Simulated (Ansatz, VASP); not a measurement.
BiB: VASP beside Ansatz

```
CELL_PARAMETERS angstrom
3.94139 0.00000 0.00000
-1.97070 3.41335 0.00000
0.00000 0.00000 6.50049
ATOMIC_POSITIONS crystal
B 0.33333 0.66667 0.00024
B 0.66667 0.33333 0.50024
Bi 0.33333 0.66667 0.37476
Bi 0.66667 0.33333 0.87476
```

Alike in both runs: task single point; functional r2SCAN; k mesh 6 × 6 × 4; occupations fermi-dirac, width 0.02 eV; no spin polarisation.

|  | VASP | Ansatz |
| --- | --- | --- |
| version | VASP 6.6.1 | Ansatz 0.2.0 |
| potentials or method | VASP PAW PBE potentials, release 64 (B, Bi_d) | plane waves, PAW |
| plane-wave cutoff (eV) | 520 | 500 |
| valence electrons in the cell | 36 | 36 |

VASP gave:

```
pressure (GPa)                                                : -4.0
traceless stress, the component that is largest in VASP (GPa) : -0.12
rms of the force components (eV/Å)                            : 0.005
```

What did Ansatz give for the same quantities?

Pressure (GPa): -4.0; traceless stress, the component that is largest in VASP (GPa): -0.13; rms of the force components (eV/Å): 0.005.

VASP's potentials were made for PBE, not for r2SCAN. Atom by atom the forces differ by 0.000 eV/Å (rms over components).

Spin-orbit coupling is off throughout.
